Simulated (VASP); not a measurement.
# NaH (Fm-3m) in VASP: density of states with PBE

Aim: the density of states of NaH with PBE.

Program: VASP 6.6.1. These are calculated values, not measurements. Logs are shortened: lines on timing, memory, paths and dates and some standing lists are left out, and cuts for length are marked.

### Step 1. The cell of the first run

It takes space group Fm-3m (No. 225, cubic). The conventional cell has a = 4.832 Å, b = 4.832 Å, c = 4.832 Å, α = 90.00°, β = 90.00°, γ = 90.00°. Within 3.2 Å of Na (site symmetry m-3m) lie 6 H at 2.42 Å. H (site symmetry m-3m) has 6 Na at 2.42 Å within 3.2 Å.

### Step 2. Density of states, PBE

File POSCAR:

```
NaH
1.0
    0.0000000000      2.4160403190      2.4160403190
    2.4160403190      0.0000000000      2.4160403190
    2.4160403190      2.4160403190      0.0000000000
Na H
1 1
Direct
    0.0000000000      0.0000000000      0.0000000000
    0.5000000000      0.5000000000      0.5000000000
```

File INCAR.step1:

```
SYSTEM = NaH
ALGO = Normal
EDIFF = 1E-7
ENCUT = 520
GGA = PE
ISIF = 2
ISMEAR = 0
LASPH = .TRUE.
LCHARG = .TRUE.
LREAL = .FALSE.
LWAVE = .FALSE.
NBANDS = 11
NELM = 100
PREC = Accurate
SIGMA = 0.02
```

File KPOINTS.step1:

```
k-points
0
G
  8 8 8
  0 0 0
```

File INCAR.step2:

```
SYSTEM = NaH
ALGO = Normal
EDIFF = 1E-7
ENCUT = 520
GGA = PE
ICHARG = 11
ISIF = 2
ISMEAR = -5
LASPH = .TRUE.
LCHARG = .FALSE.
LORBIT = 10
LREAL = .FALSE.
LWAVE = .FALSE.
NBANDS = 11
NEDOS = 1001
NELM = 100
PREC = Accurate
SIGMA = 0.02
```

File KPOINTS.step2:

```
k-points
0
G
  12 12 12
  0 0 0
```

Potentials or basis: VASP PAW PBE potentials, release 64 (Na_pv, H).

Started as:

```console
cat potpaw_PBE.64/Na_pv/POTCAR potpaw_PBE.64/H/POTCAR > POTCAR
cp INCAR.step1 INCAR
cp KPOINTS.step1 KPOINTS
mpirun -np 1 vasp_std > vasp.out
cp INCAR.step2 INCAR
cp KPOINTS.step2 KPOINTS
mpirun -np 1 vasp_std > vasp.out
```

OUTCAR:

```text
SYSTEM = NaH
   EDIFF = 1E-7
   ENCUT = 520
   GGA = PE
   ICHARG = 11
   ISIF = 2
   ISMEAR = -5
   LASPH = .TRUE.
   LORBIT = 10
   LREAL = .FALSE.
   NELM = 100
   PREC = Accurate

 ion  position               nearest neighbor table
   1  0.000  0.000  0.000-
   2  0.500  0.500  0.500-

  LATTYP: Found a face centered cubic cell.
 ALAT       =     4.8320806380

  Lattice vectors:

 A1 = (   0.0000000000,   2.4160403190,   2.4160403190)
 A2 = (   2.4160403190,   0.0000000000,   2.4160403190)
 A3 = (   2.4160403190,   2.4160403190,   0.0000000000)

Analysis of symmetry for initial positions (statically):
=====================================================================
 Subroutine PRICEL returns:
 Original cell was already a primitive cell.

 Routine SETGRP: Setting up the symmetry group for a
 face centered cubic supercell.

 Subroutine GETGRP returns: Found 48 space group operations
 (whereof 48 operations were pure point group operations)
 out of a pool of 48 trial point group operations.

The static configuration has the point symmetry O_h .

Analysis of symmetry for dynamics (positions and initial velocities):
=====================================================================
 Subroutine PRICEL returns:
 Original cell was already a primitive cell.

 Routine SETGRP: Setting up the symmetry group for a
 face centered cubic supercell.

 Subroutine GETGRP returns: Found 48 space group operations
 (whereof 48 operations were pure point group operations)
 out of a pool of 48 trial point group operations.

The dynamic configuration has the point symmetry O_h .

 Subroutine INISYM returns: Found 48 space group operations
 (whereof 48 operations are pure point group operations),
 and found     1 'primitive' translations

----------------------------------------------------------------------------------------

                                     Primitive cell

  volume of cell :      28.2061

  direct lattice vectors                    reciprocal lattice vectors
     0.000000000  2.416040319  2.416040319    -0.206950189  0.206950189  0.206950189
     2.416040319  0.000000000  2.416040319     0.206950189 -0.206950189  0.206950189
     2.416040319  2.416040319  0.000000000     0.206950189  0.206950189 -0.206950189

  length of vectors
     3.416796986  3.416796986  3.416796986     0.358448242  0.358448242  0.358448242

  position of ions in fractional coordinates (direct lattice)
     0.000000000  0.000000000  0.000000000
     0.500000000  0.500000000  0.500000000

  ion indices of the primitive-cell ions
   primitive index   ion index
                 1           1
                 2           2

----------------------------------------------------------------------------------------

 KPOINTS: k-points

Automatic generation of k-mesh.
 Grid dimensions read from file:
 generate k-points for:   12   12   12

 Generating k-lattice:

  Cartesian coordinates                     Fractional coordinates (reciprocal lattice)
    -0.017245849  0.017245849  0.017245849     0.083333333  0.000000000  0.000000000
     0.017245849 -0.017245849  0.017245849     0.000000000  0.083333333  0.000000000
     0.017245849  0.017245849 -0.017245849     0.000000000  0.000000000  0.083333333

  Length of vectors
     0.029870687  0.029870687  0.029870687

  Shift w.r.t. Gamma in fractional coordinates (k-lattice)
     0.000000000  0.000000000  0.000000000

 TETIRR: Found    247 inequivalent tetrahedra from    10368

 Subroutine IBZKPT returns following result:
 ===========================================

 Found     72 irreducible k-points:

 Following reciprocal coordinates:
            Coordinates               Weight
  0.000000  0.000000  0.000000      1.000000
  0.083333  0.000000  0.000000      8.000000
  0.166667  0.000000  0.000000      8.000000
  0.250000  0.000000  0.000000      8.000000
  0.333333  0.000000  0.000000      8.000000
  0.416667  0.000000  0.000000      8.000000
[... 16 lines left out ...]
  0.500000  0.166667  0.000000     24.000000
 -0.416667  0.166667  0.000000     24.000000
 [... further k-points ...]
   k-points           NKPTS =     72   k-points in BZ     NKDIM =     72   number of bands    NBANDS=     11
   number of dos      NEDOS =   1001   number of ions     NIONS =      2
   total plane-waves  NPLWV =  21952
   dimension x,y,z NGX =    28 NGY =   28 NGZ =   28
   dimension x,y,z NGXF=    56 NGYF=   56 NGZF=   56
   ions per type =               1   1
   NGX,Y,Z   is equivalent  to a cutoff of  13.62, 13.62, 13.62 a.u.
   NGXF,Y,Z  is equivalent  to a cutoff of  27.25, 27.25, 27.25 a.u.
 SYSTEM =  NaH
   PREC   = accura    normal or accurate (medium, high low for compatibility)
   ISTART =      0    job   : 0-new  1-cont  2-samecut
   ICHARG =     11    charge: 1-file 2-atom 10-const
   ISPIN  =      1    spin polarized calculation?
   LNONCOLLINEAR =      F non collinear calculations
   LSORBIT =      F    spin-orbit coupling
   LASPH  =      T    aspherical Exc in radial PAW
   ENCUT  =  520.0 eV  38.22 Ry    6.18 a.u.   6.35  6.35  6.35*2*pi/ulx,y,z
   NELM   =    100;   NELMIN=  2; NELMDL=  0     # of ELM steps
   EDIFF  = 0.1E-06   stopping-criterion for ELM
   LREAL  =      F    real-space projection
   EDIFFG = 0.1E-05   stopping-criterion for IOM
   NSW    =      0    number of steps for IOM
   IBRION =     -1    ionic relax: 0-MD 1-quasi-New 2-CG
   NFREE  =      0    steps in history (QN), initial steepest desc. (CG)
   ISIF   =      2    stress and relaxation
   ISYM   =      2    0-nonsym 1-usesym 2-fastsym
   POTIM  = 0.5000    time-step for ionic-motion
   TEBEG  =    0.0;   TEEND  =   0.0 temperature during run
   PSTRESS=    0.0 pullay stress
   NELECT =       8.0000    total number of electrons
   NUPDOWN=      -1.0000    fix difference up-down
   EMIN   =  10.00;   EMAX   =-10.00  energy-range for DOS
   EFERMI =   0.00;   METHOD = LEGACY
   ISMEAR =    -5;   SIGMA  =   0.02  broadening in eV -4-tet -1-fermi 0-gaus
   EFERMI_NEDOS =   21; number of points for ismear=-14 and -15
   IALGO  =     38    algorithm
   IMIX   =      4    mixing-type and parameters
     AMIX     =   0.40;   BMIX     =  1.00
     AMIX_MAG =   1.60;   BMIX_MAG =  1.00
  volume/ion in A,a.u.               =      14.10        95.17
  Fermi-wavevector in a.u.,A,eV,Ry     =   1.075616  2.032620 15.741262  1.156950
  Thomas-Fermi vector in A             =   2.211478
   LORBIT       =     10    0 simple, 1 ext, 2 COOP (PROOUT), +10 PAW based schemes
   GGA     = PE    functional components
   LHFCALC =     F    Hartree Fock is set to
   AEXX    =    0.0000 exact exchange contribution
   IVDW    =     0    specifies the selected vdW correction
   LEPSILON=     F    determine dielectric tensor
   LRPA    =     F    only Hartree local field effects (RPA)
 non-spin polarized calculation
 Fermi weights with tetrahedron method with Bloechl corrections
  energy-cutoff  :      520.00
  volume of cell :       28.21
 maximum number of plane-waves:       769
 NGX is ok and might be reduce to    28

 number of electron       7.9999999 magnetization

 Free energy of the ion-electron system (eV)
  ---------------------------------------------------
  ext. energy  EPLUGINS =         0.00000000
  ---------------------------------------------------
  free energy    TOTEN  =        -5.08761451 eV

  energy without entropy =       -5.08761451  energy(sigma->0) =       -5.08761451

 E-fermi :  -1.1010     XC(G=0):  -7.7708

 val. band max:       -1.1127734574   @ k =  -0.2500   0.5000   0.2500
 cond. band min:       2.6479927106   @ k =   0.5000   0.0000   0.0000
 fundamental gap:      3.7607661680
 Fermi energy:        -1.1009792700

 k-point     1 :       0.0000    0.0000    0.0000
  band No.  band energies     occupation
      1     -23.2146      2.00000
      2     -23.2146      2.00000
      3     -23.2146      2.00000
      4      -4.7311      2.00000
      5       9.3078      0.00000
      6      14.4914      0.00000
      7      14.4914      0.00000
      8      14.4915      0.00000
      9      15.3500      0.00000
     10      15.3500      0.00000
     11      15.3500      0.00000

 k-point     2 :       0.0833    0.0000    0.0000
  band No.  band energies     occupation
      1     -23.2210      2.00000
      2     -23.2154      2.00000
      3     -23.2154      2.00000
      4      -4.6111      2.00000
      5       8.9191      0.00000
      6      12.7244      0.00000
      7      14.0010      0.00000
      8      14.0010      0.00000
      9      15.9458      0.00000
     10      15.9459      0.00000
     11      16.1179      0.00000

 k-point     3 :       0.1667    0.0000    0.0000
  band No.  band energies     occupation
      1     -23.2383      2.00000
      2     -23.2174      2.00000
      3     -23.2174      2.00000
      4      -4.2587      2.00000
      5       7.7546      0.00000
      6      11.2323      0.00000
      7      13.3820      0.00000
      8      13.3820      0.00000
      9      16.5883      0.00000
     10      16.5883      0.00000
     11      16.9057      0.00000
[... 267 lines left out ...]
 k-point    23 :       0.5000    0.1667    0.0000
  band No.  band energies     occupation
      1     -23.2977      2.00000
      2     -23.2390      2.00000
      3     -23.2310      2.00000
      4      -1.8759      2.00000
      5       3.3254      0.00000
      6       7.6212      0.00000
      7      11.1225      0.00000
      8      12.3306      0.00000
      9      15.7061      0.00000
     10      17.3770      0.00000
     11      19.4424      0.00000

 k-point    24 :      -0.4167    0.1667    0.0000
  band No.  band energies     occupation
      1     -23.2986      2.00000
      2     -23.2420      2.00000
      3     -23.2292      2.00000
      4      -1.7735      2.00000
      5       3.1804      0.00000
      6       7.3754      0.00000
      7      11.4533      0.00000
      8      12.3381      0.00000
      9      15.8480      0.00000
     10      16.9299      0.00000
     11      20.5615      0.00000

 [... further k-points ...]
[... 5 lines left out ...]
  --------------------------------------------------------------------------------------
  -------------------------------------------------------------------------------------
  Total       -0.0057210     -0.0057210     -0.0057210     -0.0000000      0.0000000     -0.0000000
  in kB       -0.3249649     -0.3249649     -0.3249649     -0.0000000      0.0000000     -0.0000000
  external PRESSURE =      -0.3249649 kB  Pullay stress =       0.0000000 kB

 VOLUME and BASIS-vectors are now :
 -----------------------------------------------------------------------------
  energy-cutoff  :      520.00
  volume of cell :       28.21
      direct lattice vectors                 reciprocal lattice vectors
     0.000000000  2.416040319  2.416040319    -0.206950189  0.206950189  0.206950189
     2.416040319  0.000000000  2.416040319     0.206950189 -0.206950189  0.206950189
     2.416040319  2.416040319  0.000000000     0.206950189  0.206950189 -0.206950189

 POSITION                                       TOTAL-FORCE (eV/Angst)
 -----------------------------------------------------------------------------------
      0.00000      0.00000      0.00000         0.000000      0.000000      0.000000
      2.41604      2.41604      2.41604        -0.000000     -0.000000     -0.000000
 -----------------------------------------------------------------------------------
    total drift:                               -0.000000     -0.000000      0.000000

  FREE ENERGIE OF THE ION-ELECTRON SYSTEM (eV)
  ---------------------------------------------------
  free  energy   TOTEN  =        -5.0876145099 eV

  energy  without entropy=       -5.0876145099  energy(sigma->0) =       -5.08761451

 total charge

# of ion       s       p       d       tot
------------------------------------------
    1        0.060   5.987   0.000   6.048
    2        0.515   0.001   0.000   0.516
--------------------------------------------------
tot          0.576   5.988   0.000   6.563
```

Wall time 16 s (1 thread of Intel Xeon 6975P-C, shared host); peak memory 0.15 GiB.

What came out:

```
Valence electrons inside the program's atomic spheres : Na 6.05; H 0.52
```
